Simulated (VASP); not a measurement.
# Al (Im-3m) in VASP: further runs, part 2 of 2

VASP 6.6.1. Earlier steps stand in the parts before.

**3. Relaxation of cell and atoms, PBEsol**

This run uses another cell than the first one, of 16.54 Å³/atom.

Input file INCAR:

```
SYSTEM = Al
PREC = Accurate
ENCUT = 500
EDIFF = 1E-7
ISMEAR = 0
SIGMA = 0.05
LREAL = .False.
LASPH = .True.
NELM = 120
ALGO = Normal
ISIF = 3
LWAVE = .False.
LCHARG = .False.
GGA = PS
IBRION = 2
NSW = 60
EDIFFG = -0.02
GGA_COMPAT = .False.
NELMIN = 4
```

Input file KPOINTS:

```
Automatic mesh
0
Gamma
  9 9 9
  0 0 0
```

Input file POSCAR:

```
Al
1.0
   -1.6050000000      1.6050000000      1.6050000000
    1.6050000000     -1.6050000000      1.6050000000
    1.6050000000      1.6050000000     -1.6050000000
Al
1
Direct
    0.0000000000      0.0000000000      0.0000000000
```

Potentials or basis: VASP PAW PBE potentials, release 64 (Al).

The run is started by

```sh
$ cat potpaw_PBE.64/Al/POTCAR > POTCAR
$ mpirun -np 1 vasp_std > vasp.out
```

OUTCAR:

```text
SYSTEM = Al
   PREC = Accurate
   ENCUT = 500
   EDIFF = 1E-7
   ISMEAR = 0
   LREAL = .False.
   LASPH = .True.
   NELM = 120
   ISIF = 3
   GGA = PS
   IBRION = 2
   NSW = 60
   EDIFFG = -0.02
   NELMIN = 4

 ion  position               nearest neighbor table
   1  0.000  0.000  0.000-

  LATTYP: Found a body centered cubic cell.
 ALAT       =     3.2100000000

  Lattice vectors:

 A1 = (  -1.6050000000,   1.6050000000,   1.6050000000)
 A2 = (   1.6050000000,  -1.6050000000,   1.6050000000)
 A3 = (   1.6050000000,   1.6050000000,  -1.6050000000)

Analysis of symmetry for initial positions (statically):
=====================================================================
 Subroutine PRICEL returns:
 Original cell was already a primitive cell.

 Routine SETGRP: Setting up the symmetry group for a
 body centered cubic supercell.

 Subroutine GETGRP returns: Found 48 space group operations
 (whereof 48 operations were pure point group operations)
 out of a pool of 48 trial point group operations.

The static configuration has the point symmetry O_h .

Analysis of symmetry for dynamics (positions and initial velocities):
=====================================================================
 Subroutine PRICEL returns:
 Original cell was already a primitive cell.

 Routine SETGRP: Setting up the symmetry group for a
 body centered cubic supercell.

 Subroutine GETGRP returns: Found 48 space group operations
 (whereof 48 operations were pure point group operations)
 out of a pool of 48 trial point group operations.

The dynamic configuration has the point symmetry O_h .

 Subroutine INISYM returns: Found 48 space group operations
 (whereof 48 operations are pure point group operations),
 and found     1 'primitive' translations

----------------------------------------------------------------------------------------

                                     Primitive cell

  volume of cell :      16.5381

  direct lattice vectors                    reciprocal lattice vectors
    -1.605000000  1.605000000  1.605000000     0.000000000  0.311526480  0.311526480
     1.605000000 -1.605000000  1.605000000     0.311526480  0.000000000  0.311526480
     1.605000000  1.605000000 -1.605000000     0.311526480  0.311526480  0.000000000

  length of vectors
     2.779941546  2.779941546  2.779941546     0.440564973  0.440564973  0.440564973

  position of ions in fractional coordinates (direct lattice)
     0.000000000  0.000000000  0.000000000

  ion indices of the primitive-cell ions
   primitive index   ion index
                 1           1

[... 93 lines left out ...]
  Fermi-wavevector in a.u.,A,eV,Ry     =   0.926731  1.751267 11.685089  0.858830
  Thomas-Fermi vector in A             =   2.052725
   LORBIT       =      0    0 simple, 1 ext, 2 COOP (PROOUT), +10 PAW based schemes
   GGA     = PS    functional components
   LHFCALC =     F    Hartree Fock is set to
   AEXX    =    0.0000 exact exchange contribution
   IVDW    =     0    specifies the selected vdW correction
   LEPSILON=     F    determine dielectric tensor
   LRPA    =     F    only Hartree local field effects (RPA)
 conjugate gradient relaxation of ions
 non-spin polarized calculation
 Gauss-broadening in eV      SIGMA  =   0.05
  energy-cutoff  :      500.00
  volume of cell :       16.54
 maximum number of plane-waves:       432
   NGX = 11   NGY = 11   NGZ = 11

--------------------------------------- Ionic step        1  -------------------------------------------

 number of electron       3.0000000 magnetization

 Free energy of the ion-electron system (eV)
  ---------------------------------------------------
  ext. energy  EPLUGINS =         0.00000000
  ---------------------------------------------------
  free energy    TOTEN  =        -3.98876544 eV

  energy without entropy =       -3.98863686  energy(sigma->0) =       -3.98870115

------------------------ aborting loop because EDIFF is reached ----------------------------------------

  FORCE on cell =-STRESS in cart. coord.  units (eV):
  Direction    XX          YY          ZZ          XY          YZ          ZX
  --------------------------------------------------------------------------------------
  -------------------------------------------------------------------------------------
  Total        0.0271265      0.0271265      0.0271265      0.0000000      0.0000000      0.0000000
  in kB        2.6279649      2.6279649      2.6279649      0.0000000      0.0000000      0.0000000
  external PRESSURE =       2.6279649 kB  Pullay stress =       0.0000000 kB

 VOLUME and BASIS-vectors are now :
 -----------------------------------------------------------------------------
  energy-cutoff  :      500.00
  volume of cell :       16.54
      direct lattice vectors                 reciprocal lattice vectors
    -1.605000000  1.605000000  1.605000000     0.000000000  0.311526480  0.311526480
     1.605000000 -1.605000000  1.605000000     0.311526480  0.000000000  0.311526480
     1.605000000  1.605000000 -1.605000000     0.311526480  0.311526480  0.000000000

 POSITION                                       TOTAL-FORCE (eV/Angst)
 -----------------------------------------------------------------------------------
      0.00000      0.00000      0.00000        -0.000000     -0.000000     -0.000000
 -----------------------------------------------------------------------------------
    total drift:                                0.000000      0.000000     -0.000000

  FREE ENERGIE OF THE ION-ELECTRON SYSTEM (eV)
  ---------------------------------------------------
  free  energy   TOTEN  =        -3.9887654418 eV

  energy  without entropy=       -3.9886368553  energy(sigma->0) =       -3.98870115

--------------------------------------- Ionic step        2  -------------------------------------------

 number of electron       3.0000000 magnetization

 Free energy of the ion-electron system (eV)
  ---------------------------------------------------
  ext. energy  EPLUGINS =         0.00000000
  ---------------------------------------------------
  free energy    TOTEN  =        -3.98880796 eV

  energy without entropy =       -3.98867937  energy(sigma->0) =       -3.98874367

 E-fermi :   7.9751     XC(G=0): -10.2379

 val. band max:        7.7790449149   @ k =   0.2222   0.2222   0.2222
 cond. band min:       8.0568138113   @ k =  -0.3333   0.4444   0.1111
 fundamental gap:      0.2777688963
 Fermi energy:         7.9751079371

 k-point     1 :       0.0000    0.0000    0.0000
  band No.  band energies     occupation
      1      -3.1970      2.00000
      2      21.0907      0.00000
      3      21.0907      0.00000
      4      21.0907      0.00000
      5      22.4736      0.00000
[... 177 lines left out ...]
 k-point    24 :      -0.4444   -0.4444    0.1111
  band No.  band energies     occupation
      1       4.4935      2.00000
      2       4.9772      2.00000
      3      10.6739      0.00000
      4      16.8879      0.00000
      5      19.2545      0.00000

 [... further k-points ...]

------------------------ aborting loop because EDIFF is reached ----------------------------------------

  FORCE on cell =-STRESS in cart. coord.  units (eV):
  Direction    XX          YY          ZZ          XY          YZ          ZX
  --------------------------------------------------------------------------------------
  -------------------------------------------------------------------------------------
  Total       -0.0049610     -0.0049610     -0.0049610     -0.0000000      0.0000000     -0.0000000
  in kB       -0.4787334     -0.4787334     -0.4787334     -0.0000000      0.0000000     -0.0000000
  external PRESSURE =      -0.4787334 kB  Pullay stress =       0.0000000 kB

 VOLUME and BASIS-vectors are now :
 -----------------------------------------------------------------------------
  energy-cutoff  :      500.00
  volume of cell :       16.60
      direct lattice vectors                 reciprocal lattice vectors
    -1.607100392  1.607100392  1.607100392     0.000000000  0.311119332  0.311119332
     1.607100392 -1.607100392  1.607100392     0.311119332  0.000000000  0.311119332
     1.607100392  1.607100392 -1.607100392     0.311119332  0.311119332  0.000000000

 POSITION                                       TOTAL-FORCE (eV/Angst)
 -----------------------------------------------------------------------------------
      1.60710      1.60710      1.60710        -0.000000      0.000000     -0.000000
 -----------------------------------------------------------------------------------
    total drift:                               -0.000000      0.000000     -0.000000

  FREE ENERGIE OF THE ION-ELECTRON SYSTEM (eV)
  ---------------------------------------------------
  free  energy   TOTEN  =        -3.9888079588 eV

  energy  without entropy=       -3.9886793723  energy(sigma->0) =       -3.98874367

 reached required accuracy - stopping structural energy minimisation
```

CONTCAR:

```text
Al
   1.00000000000000
    -1.6071003917784992    1.6071003917784992    1.6071003917784992
     1.6071003917784992   -1.6071003917784992    1.6071003917784992
     1.6071003917784992    1.6071003917784992   -1.6071003917784992
  Al
     1
Direct
     1.0000000000000000    1.0000000000000000    1.0000000000000000

  0.00000000E+00  0.00000000E+00  0.00000000E+00
```

Wall time 4.7 s (1 thread of Intel Xeon Platinum 8259CL at 2.50GHz (Skylake/Cascade Lake), shared host); peak memory 0.12 GiB.

What came out:

```yaml
Free_energy: -3.9888 eV
Relaxed_volume: 16.60 Å³/atom
Relaxed_cell: a = 2.784 Å, b = 2.784 Å, c = 2.784 Å, α = 109.47°, β = 109.47°, γ = 109.47°
Space_group_after_relaxing_to_0.1_Å: Im-3m (No. 229)
Energy_gained_by_relaxing: 0.0 meV/atom
Ionic_steps: 2
Pressure_after_relaxing: 0.0 GPa
Band_gap_on_the_k_mesh: zero (an odd number of electrons rules out a gap without spin polarisation)
```

Final structure:
```xyz
1
Lattice="-1.6071 1.6071 1.6071 1.6071 -1.6071 1.6071 1.6071 1.6071 -1.6071" Properties=species:S:1:pos:R:3 pbc="T T T"
Al    1.6071    1.6071    1.6071
```

Levels at points of the mesh, in eV from the Fermi level:
```csv
k point,band 1,band 2,band 3,band 4
"(0.00, 0.00, 0.00)",-11.17,13.12,13.12,13.12
```

Caveat: the PAW data sets were made with another functional, which shifts forces and pressure a little.
